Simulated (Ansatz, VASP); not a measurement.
**MgO in VASP and in Ansatz**

```
CELL_PARAMETERS angstrom
0.00000 2.10217 2.06012
2.10217 0.00000 2.06012
2.10217 2.10217 0.00000
ATOMIC_POSITIONS crystal
Mg 0.00000 0.00000 0.00000
O 0.50000 0.50000 0.50000
```

Change from the starting cell: uniaxial_z strain -2.0%.

Alike in both runs: task single point; functional r2SCAN; k mesh 10 × 10 × 10; no spin polarisation.

```csv
,VASP,Ansatz
version,VASP 6.6.1,Ansatz 0.2.0
potentials or method,"VASP PAW PBE potentials, release 64 (Mg, O)","plane waves, PAW"
plane-wave cutoff (eV),520,500
occupations,"gaussian, width 0.01 eV",fixed
valence electrons in the cell,8,16
```

```tsv
	VASP	Ansatz	Ansatz less VASP
gap on the k mesh at the Fermi level (eV)	5.85	5.88	+0.025
pressure (GPa)	2.5	3.7	+1.16
traceless stress, the component that is largest in VASP (GPa)	3.38	3.38	-0.004
```

VASP's potentials were made for PBE, not for r2SCAN. VASP's potentials hold 8 valence electrons a cell and Ansatz's 16, so a difference there can come from the potentials and not from the codes.
